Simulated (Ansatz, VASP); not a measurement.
**KF in VASP and in Ansatz**

INCAR

```
SYSTEM = KF
  PREC = Accurate
  ENCUT = 520
  EDIFF = 1E-6
  ISMEAR = 0
  SIGMA = 0.05
  LREAL = .FALSE.
  LASPH = .TRUE.
  NELM = 80
  ALGO = Normal
  ISIF = 2
  LWAVE = .FALSE.
  LCHARG = .FALSE.
  GGA = PE
  NBANDS = 15
```

KPOINTS

```
regular mesh
0
G
  8 8 8
  0 0 0
```

File POSCAR:

```
KF
1.0
   -0.0885459925      2.7373899391      2.7373899391
    2.7373899391     -0.0885459925      2.7373899391
    2.7373899391      2.7373899391     -0.0885459925
K F
1 1
Direct
    0.0000000000      0.0000000000      0.0000000000
    0.5000000000      0.5000000000      0.5000000000
```

Input for Ansatz:

```yaml
crystal:
  lattice:
    - [-0.0885459925, 2.7373899391, 2.7373899391]
    - [2.7373899391, -0.0885459925, 2.7373899391]
    - [2.7373899391, 2.7373899391, -0.0885459925]
  atoms:
    - { symbol: K, position: [0.0, 0.0, 0.0] }
    - { symbol: F, position: [0.5, 0.5, 0.5] }
basis:
  ecutwfc: 520.0
kpoints:
  mp_grid: { grid: [8, 8, 8] }
hamiltonian:
  xc: pbe
scf:
  occupations: { method: gaussian, width: 0.05 }
output:
  forces: true
  stress: true
  eigenvalues: true
```

Alike in both runs: task single point; functional PBE; k mesh 8 × 8 × 8; occupations gaussian, width 0.05 eV; no spin polarisation.

```csv
,VASP,Ansatz
version,VASP 6.6.1,Ansatz 0.2.0
potentials or method,"VASP PAW PBE potentials, release 64 (K_sv, F), cutoff 520 eV","scalar-relativistic, plane waves, PAW"
valence electrons in the cell,16,16
```

Ansatz gave:

```
gap on the k mesh at the Fermi level (eV)                     : 5.55
least direct gap on the mesh (eV)                             : 5.55
pressure (GPa)                                                : -1.9
traceless stress, the component that is largest in VASP (GPa) : 0.41
```

Q: Estimate VASP's values.

A: gap on the k mesh at the Fermi level (eV): 5.54; least direct gap on the mesh (eV): 5.54; pressure (GPa): -1.9; traceless stress, the component that is largest in VASP (GPa): 0.41.

With one functional, cell and mesh, what is left measures potentials, basis and numerics.
